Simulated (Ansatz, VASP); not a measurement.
GaAs: VASP beside Ansatz

```
Ga As
1.0
     0.00000    2.83296    2.83296
     2.83296    0.00000    2.83296
     2.83296    2.83296    0.00000
Ga As
1 1
Direct
  0.00000 0.00000 0.00000
  0.25000 0.25000 0.25000
```

Alike in both runs: functional r2SCAN; k mesh 8 × 8 × 8; occupations gaussian, width 0.02 eV; no spin polarisation.

Ansatz relaxed the structure, and its values are those at the end. VASP's run is a single point on that final structure, the one shown.

|  | VASP | Ansatz |
| --- | --- | --- |
| version | VASP 6.6.1 | Ansatz 0.2.0 |
| potentials or method | VASP PAW PBE potentials, release 64 (Ga_d, As), cutoff 520 eV | scalar-relativistic, plane waves, PAW |
| valence electrons in the cell | 18 | 28 |

```csv
,VASP,Ansatz,Ansatz less VASP
gap on the k mesh at the Fermi level (eV),0.94,0.96,+0.020
pressure (GPa),0.1,0.0,-0.11
```

VASP's potentials were made for PBE, not for r2SCAN. VASP's potentials hold 18 valence electrons a cell and Ansatz's 28, so a difference there can come from the potentials and not from the codes.
